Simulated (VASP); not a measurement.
# TiC (Fm-3m) in VASP: a series of runs

TiC is run at these levels: PBE; tasks: relaxation of cell and atoms, single point.

Program: VASP 6.6.1. These are calculated values, not measurements. Logs are shortened: lines on timing, memory, paths and dates and some standing lists are left out, and cuts for length are marked.

## 1. The cell of the first run

It takes space group Fm-3m (No. 225, cubic). The conventional cell has a = 4.323 Å, b = 4.323 Å, c = 4.323 Å, α = 90.00°, β = 90.00°, γ = 90.00°. Ti (site symmetry m-3m) has 6 C at 2.16 Å within 2.9 Å. Within 2.9 Å of C (site symmetry m-3m) lie 6 Ti at 2.16 Å.

## 2. Relaxation of cell and atoms, PBE

INCAR reads:

```
PREC = Accurate ; ENCUT = 600
EDIFF = 1E-6 ; ISMEAR = 0
SIGMA = 0.1 ; LREAL = False
LASPH = True ; NELM = 80
ALGO = Normal ; ISIF = 3
LWAVE = False ; LCHARG = False
GGA = PE ; IBRION = 2
NSW = 90 ; EDIFFG = -0.04
```

KPOINTS reads:

```
regular mesh
0
Gamma
  6 6 6
```

POSCAR reads:

```
TiC
1.0
    0.0000000000      2.1616227202      2.1616227202
    2.1616227202      0.0000000000      2.1616227202
    2.1616227202      2.1616227202      0.0000000000
Ti C
1 1
Direct
    0.5000000000      0.5000000000      0.5000000000
    0.0000000000      0.0000000000      0.0000000000
```

Potentials or basis: VASP PAW PBE potentials, release 64 (Ti_sv, C).

Launch:

```sh
> cat potpaw_PBE.64/Ti_sv/POTCAR potpaw_PBE.64/C/POTCAR > POTCAR
> mpirun -np 1 vasp_std > vasp.out
```

OUTCAR:

```text
PREC = Accurate
   ENCUT = 600
   EDIFF = 1E-6
   ISMEAR = 0
   LREAL = False
   LASPH = True
   NELM = 80
   ISIF = 3
   GGA = PE
   IBRION = 2
   NSW = 90
   EDIFFG = -0.04

 ion  position               nearest neighbor table
   1  0.500  0.500  0.500-   2 2.16   2 2.16   2 2.16   2 2.16   2 2.16   2 2.16
   2  0.000  0.000  0.000-   1 2.16   1 2.16   1 2.16   1 2.16   1 2.16   1 2.16

  LATTYP: Found a face centered cubic cell.
 ALAT       =     4.3232454404

  Lattice vectors:

 A1 = (   0.0000000000,   2.1616227202,   2.1616227202)
 A2 = (   2.1616227202,   0.0000000000,   2.1616227202)
 A3 = (   2.1616227202,   2.1616227202,   0.0000000000)

Analysis of symmetry for initial positions (statically):
=====================================================================
 Subroutine PRICEL returns:
 Original cell was already a primitive cell.

 Routine SETGRP: Setting up the symmetry group for a
 face centered cubic supercell.

 Subroutine GETGRP returns: Found 48 space group operations
 (whereof 48 operations were pure point group operations)
 out of a pool of 48 trial point group operations.

The static configuration has the point symmetry O_h .

Analysis of symmetry for dynamics (positions and initial velocities):
=====================================================================
 Subroutine PRICEL returns:
 Original cell was already a primitive cell.

 Routine SETGRP: Setting up the symmetry group for a
 face centered cubic supercell.

 Subroutine GETGRP returns: Found 48 space group operations
 (whereof 48 operations were pure point group operations)
 out of a pool of 48 trial point group operations.

The dynamic configuration has the point symmetry O_h .

 Subroutine INISYM returns: Found 48 space group operations
 (whereof 48 operations are pure point group operations),
 and found     1 'primitive' translations

----------------------------------------------------------------------------------------

                                     Primitive cell

  volume of cell :      20.2009

  direct lattice vectors                    reciprocal lattice vectors
     0.000000000  2.161622720  2.161622720    -0.231307709  0.231307709  0.231307709
     2.161622720  0.000000000  2.161622720     0.231307709 -0.231307709  0.231307709
     2.161622720  2.161622720  0.000000000     0.231307709  0.231307709 -0.231307709

  length of vectors
     3.056996168  3.056996168  3.056996168     0.400636705  0.400636705  0.400636705
[... 65 lines left out ...]
   ICHARG =      2    charge: 1-file 2-atom 10-const
   ISPIN  =      1    spin polarized calculation?
   LNONCOLLINEAR =      F non collinear calculations
   LSORBIT =      F    spin-orbit coupling
   LASPH  =      T    aspherical Exc in radial PAW
   ENCUT  =  600.0 eV  44.10 Ry    6.64 a.u.   6.11  6.11  6.11*2*pi/ulx,y,z
   NELM   =     80;   NELMIN=  2; NELMDL= -5     # of ELM steps
   EDIFF  = 0.1E-05   stopping-criterion for ELM
   LREAL  =      F    real-space projection
   EDIFFG = -.4E-01   stopping-criterion for IOM
   NSW    =     90    number of steps for IOM
   IBRION =      2    ionic relax: 0-MD 1-quasi-New 2-CG
   NFREE  =      1    steps in history (QN), initial steepest desc. (CG)
   ISIF   =      3    stress and relaxation
   ISYM   =      2    0-nonsym 1-usesym 2-fastsym
   POTIM  = 0.5000    time-step for ionic-motion
   TEBEG  =    0.0;   TEEND  =   0.0 temperature during run
   PSTRESS=    0.0 pullay stress
   NELECT =      16.0000    total number of electrons
   NUPDOWN=      -1.0000    fix difference up-down
   EMIN   =  10.00;   EMAX   =-10.00  energy-range for DOS
   EFERMI =   0.00;   METHOD = LEGACY
   ISMEAR =     0;   SIGMA  =   0.10  broadening in eV -4-tet -1-fermi 0-gaus
   EFERMI_NEDOS =   21; number of points for ismear=-14 and -15
   IALGO  =     38    algorithm
   IMIX   =      4    mixing-type and parameters
     AMIX     =   0.40;   BMIX     =  1.00
     AMIX_MAG =   1.60;   BMIX_MAG =  1.00
  volume/ion in A,a.u.               =      10.10        68.16
  Fermi-wavevector in a.u.,A,eV,Ry     =   1.514694  2.862357 31.215822  2.294298
  Thomas-Fermi vector in A             =   2.624317
   LORBIT       =      0    0 simple, 1 ext, 2 COOP (PROOUT), +10 PAW based schemes
   GGA     = PE    functional components
   LHFCALC =     F    Hartree Fock is set to
   AEXX    =    0.0000 exact exchange contribution
   IVDW    =     0    specifies the selected vdW correction
   LEPSILON=     F    determine dielectric tensor
   LRPA    =     F    only Hartree local field effects (RPA)
 conjugate gradient relaxation of ions
 non-spin polarized calculation
 Gauss-broadening in eV      SIGMA  =   0.10
  energy-cutoff  :      600.00
  volume of cell :       20.20
 maximum number of plane-waves:       692
   NGX = 13   NGY = 13   NGZ = 13

--------------------------------------- Ionic step        1  -------------------------------------------

 number of electron      16.0000001 magnetization

 Free energy of the ion-electron system (eV)
  ---------------------------------------------------
  ext. energy  EPLUGINS =         0.00000000
  ---------------------------------------------------
  free energy    TOTEN  =       -18.69757311 eV

  energy without entropy =      -18.69508066  energy(sigma->0) =      -18.69632689

------------------------ aborting loop because EDIFF is reached ----------------------------------------

  FORCE on cell =-STRESS in cart. coord.  units (eV):
  Direction    XX          YY          ZZ          XY          YZ          ZX
  --------------------------------------------------------------------------------------
  -------------------------------------------------------------------------------------
  Total        0.2344641      0.2344641      0.2344641      0.0000000     -0.0000000      0.0000000
  in kB       18.5959028     18.5959028     18.5959028      0.0000000     -0.0000000      0.0000000
  external PRESSURE =      18.5959028 kB  Pullay stress =       0.0000000 kB
[... 59 lines left out ...]
--------------------------------------- Ionic step        3  -------------------------------------------

 number of electron      16.0000000 magnetization

 Free energy of the ion-electron system (eV)
  ---------------------------------------------------
  ext. energy  EPLUGINS =         0.00000000
  ---------------------------------------------------
  free energy    TOTEN  =       -18.69844874 eV

  energy without entropy =      -18.69587898  energy(sigma->0) =      -18.69716386

 E-fermi :   9.2824     XC(G=0): -12.6879

 val. band max:        9.1884060163   @ k =   0.1667   0.1667   0.0000
 cond. band min:       9.3604712085   @ k =   0.5000   0.5000   0.0000
 fundamental gap:      0.1720651922
 Fermi energy:         9.2823997700

 k-point     1 :       0.0000    0.0000    0.0000
  band No.  band energies     occupation
      1     -47.2020      2.00000
      2     -23.2277      2.00000
      3     -23.2277      2.00000
      4     -23.2277      2.00000
      5      -2.9917      2.00000
      6      10.0847      0.00000
      7      10.0847      0.00000
      8      10.0847      0.00000
      9      11.0737      0.00000
     10      11.0737      0.00000
     11      11.0737      0.00000
     12      11.1012      0.00000
[... 252 lines left out ...]
  FREE ENERGIE OF THE ION-ELECTRON SYSTEM (eV)
  ---------------------------------------------------
  free  energy   TOTEN  =       -18.6984487423 eV

  energy  without entropy=      -18.6958789819  energy(sigma->0) =      -18.69716386

 reached required accuracy - stopping structural energy minimisation
```

OSZICAR:

```text
N       E                     dE             d eps       ncg     rms          rms(c)
DAV:   1     0.130802955145E+03    0.13080E+03   -0.97475E+03   384   0.181E+03
DAV:   2    -0.986596663023E+01   -0.14067E+03   -0.13437E+03   392   0.412E+02
DAV:   3    -0.234164121410E+02   -0.13550E+02   -0.12931E+02   636   0.113E+02
[... 29 lines left out ...]
DAV:   5    -0.186983299519E+02   -0.26226E-03   -0.35434E-04   440   0.208E-01    0.273E-02
DAV:   6    -0.186984271764E+02   -0.97225E-04   -0.23770E-04   528   0.784E-02    0.271E-02
DAV:   7    -0.186984364171E+02   -0.92407E-05   -0.64687E-06   396   0.224E-02    0.194E-02
DAV:   8    -0.186984480918E+02   -0.11675E-04   -0.29889E-05   420   0.512E-02    0.834E-03
DAV:   9    -0.186984487423E+02   -0.65048E-06   -0.47690E-06   368   0.216E-02
   3 F= -.18698449E+02 E0= -.18697164E+02  d E =-.875634E-03
```

CONTCAR:

```text
TiC
   1.00000000000000
    -0.0000000000000000    2.1669565218644014    2.1669565218644014
     2.1669565218644014   -0.0000000000000000    2.1669565218644014
     2.1669565218644014    2.1669565218644014   -0.0000000000000000
  Ti              C
     1     1
Direct
     0.5000000000000000    0.5000000000000000    0.5000000000000000
     0.0000000000000000    0.0000000000000000    0.0000000000000000

  0.00000000E+00  0.00000000E+00  0.00000000E+00
  0.00000000E+00  0.00000000E+00  0.00000000E+00
```

Run time: 20 s. Hardware: 1 thread of AMD EPYC 7R43 (Zen 3), shared host; peak memory 0.1 GiB.

What came out:

```yaml
Free_energy: -18.6984 eV
Relaxed_volume: 10.18 Å³/atom
Relaxed_cell: a = 3.065 Å, b = 3.065 Å, c = 3.065 Å, α = 60.00°, β = 60.00°, γ = 60.00°
Space_group_after_relaxing_to_0.05_Å: Fm-3m (No. 225)
Energy_gained_by_relaxing: 0.4 meV/atom
Ionic_steps: 3
Pressure_after_relaxing: 0.0 GPa
Band_gap_on_the_k_mesh: zero (band 8 reaches 10.08 eV, above the bottom of band 9 at 9.05 eV)
```

The path:
| step | energy change (eV) | largest force (eV/Å) | pressure (GPa) | volume (Å³) |
| --- | --- | --- | --- | --- |
| 1 | 0.0000 | 0.0000 | 1.86 | 20.20 |
| 2 | 0.0005 | 0.0000 | -2.26 | 20.55 |
| 3 | -0.0009 | 0.0000 | -0.01 | 20.35 |

Final structure:
```
Ti C
1.0
     0.00000    2.16696    2.16696
     2.16696    0.00000    2.16696
     2.16696    2.16696    0.00000
Ti C
1 1
Direct
  0.50000 0.50000 0.50000
  0.00000 0.00000 0.00000
```

Caveat: the k points lie up to 0.42 Å⁻¹ apart in the final cell.

## 3. Single point, PBE, collinear spin, ferromagnetic start

This run uses another cell than the first one, of 10.16 Å³/atom, 1.006 times its volume.

INCAR reads:

```
SYSTEM = TiC
  ALGO = Normal
  EDIFF = 1E-6
  ENCUT = 520
  GGA = PE
  ISIF = 2
  ISMEAR = 0
  ISPIN = 2
  LASPH = .TRUE.
  LCHARG = .FALSE.
  LMAXMIX = 4
  LORBIT = 11
  LREAL = .FALSE.
  LWAVE = .FALSE.
  MAGMOM = 1 0
  NBANDS = 19
  NELM = 150
  PREC = Accurate
  SIGMA = 0.1
```

KPOINTS reads:

```
k-points
0
G
  6 6 6
  0 0 0
```

POSCAR reads:

```
TiC
1.0
    0.0000000000      2.1660045940      2.1660045940
    2.1660045940      0.0000000000      2.1660045940
    2.1660045940      2.1660045940      0.0000000000
Ti C
1 1
Direct
    0.5000000000      0.5000000000      0.5000000000
    0.0000000000      0.0000000000      0.0000000000
```

Potentials or basis: VASP PAW PBE potentials, release 64 (Ti_sv, C).

Launch:

```sh
> cat potpaw_PBE.64/Ti_sv/POTCAR potpaw_PBE.64/C/POTCAR > POTCAR
> mpirun -np 1 vasp_std > vasp.out
```

It took 22 s on 1 thread of AMD EPYC 7R43 (Zen 3), shared host; peak memory 0.11 GiB.

The run converged. Its results:

```
Free energy                                           : -18.6980 eV
Pressure                                              : 0.3 GPa
Band gap on the k mesh                                : zero (filled and empty bands overlap)
Net moment                                            : 0.00 μB per cell
Valence electrons inside the program's atomic spheres : Ti 10.39; C 2.40
```

Levels at points of the mesh, in eV from the Fermi level:
Spin up:
```tsv
k point	band 6	band 7	band 8	band 9	band 10	band 11
(0.00, 0.00, 0.00)	0.80	0.80	0.80	1.79	1.79	1.79
(0.50, 0.00, 0.00)	-5.72	-2.78	-2.78	3.02	3.02	4.21
(0.50, 0.50, 0.00)	-3.32	-1.50	0.08	0.08	2.81	3.62
```
Spin down:
```tsv
k point	band 6	band 7	band 8	band 9	band 10	band 11
(0.00, 0.00, 0.00)	0.80	0.80	0.80	1.79	1.79	1.79
(0.50, 0.00, 0.00)	-5.72	-2.78	-2.78	3.02	3.02	4.20
(0.50, 0.50, 0.00)	-3.32	-1.50	0.08	0.08	2.81	3.62
```

Caveat: the k points lie up to 0.42 Å⁻¹ apart.
